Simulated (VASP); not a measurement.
Here is a VASP 6.6.1 calculation.

The input INCAR:

```
PREC = Accurate
ENCUT = 520
EDIFF = 1E-6
ISMEAR = 0
SIGMA = 0.1
LREAL = F
LASPH = T
NELM = 60
ALGO = Normal
ISIF = 2
LWAVE = F
LCHARG = F
GGA = PE
NBANDS = 19
```

File KPOINTS:

```
Automatic mesh
0
Gamma
  10 10 8
```

The input POSCAR:

```
Be2Se3
1.0
    2.7765576595     -3.6617626063      0.0035030014
    2.7765576595      3.6617626063      0.0035030014
   -1.0086415856      0.0000000000      5.5389848626
Be Se
2 3
Direct
    0.2049560573      0.2049560573      0.1988380104
    0.7950439427      0.7950439427      0.8011619896
    0.8182922436      0.8182922436      0.1836803145
    0.1817077564      0.1817077564      0.8163196855
    0.5000000000      0.5000000000      0.5000000000
```

Potentials or basis: VASP PAW PBE potentials, release 64 (Be, Se).

Run with:

```sh
$ cat potpaw_PBE.64/Be/POTCAR potpaw_PBE.64/Se/POTCAR > POTCAR
$ mpirun -np 1 vasp_std > vasp.out
```

(1) Predict the band gap on the k mesh.

(2) What does it give for the pressure?

(3) Estimate the largest force.

## Answers

(1) zero (band 11 reaches 2.41 eV, above the bottom of band 12 at 2.03 eV).

(2) 0.1 GPa.

(3) 0.025 eV/Å.
